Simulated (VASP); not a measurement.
A run of VASP 6.6.1:

File POSCAR:

```
WS
1.0
    3.0078900000      0.0000000000      0.0000000000
    0.0000000000      3.0078900000      0.0000000000
    0.0000000000      0.0000000000      3.0078900000
W S
1 1
Direct
    0.5000000000      0.5000000000      0.5000000000
    0.0000000000      0.0000000000      0.0000000000
```

Contents of INCAR.step1:

```
SYSTEM = WS
ALGO = Normal ; EDIFF = 1E-5
ENCUT = 520 ; GGA = PE
ISIF = 2 ; ISMEAR = -1
LASPH = .TRUE. ; LCHARG = .FALSE.
LREAL = .FALSE. ; LWAVE = .TRUE.
NBANDS = 17 ; NELM = 60
PREC = Accurate ; SIGMA = 0.05
```

INCAR.step2

```
SYSTEM = WS
AEXX = 0.1 ; ALGO = Normal
EDIFF = 1E-7 ; ENCUT = 520
ISIF = 2 ; ISMEAR = -1
ISTART = 1 ; LASPH = .TRUE.
LCHARG = .FALSE. ; LHFCALC = .TRUE.
LMIXTAU = .TRUE. ; LREAL = .FALSE.
LWAVE = .FALSE. ; METAGGA = R2SCAN
NBANDS = 17 ; NELM = 60
PREC = Accurate ; PRECFOCK = Normal
SIGMA = 0.05
```

Contents of KPOINTS:

```
k-points
0
G
  5 5 5
  0 0 0
```

Potentials or basis: VASP PAW PBE potentials, release 64 (W_sv, S).

Command:

```console
$ cat potpaw_PBE.64/W_sv/POTCAR potpaw_PBE.64/S/POTCAR > POTCAR
$ cp INCAR.step1 INCAR
$ mpirun -np 1 vasp_std > vasp.out
$ cp INCAR.step2 INCAR
$ mpirun -np 1 vasp_std > vasp.out
```

Hardware: 1 thread of Intel Xeon 6975P-C, with other jobs on the host.

Question: Estimate the wall time of this run.

Answer: Wall time 18 min on 1 thread of Intel Xeon 6975P-C, on a shared host, peak memory 0.17 GiB. Counts: k points 10.
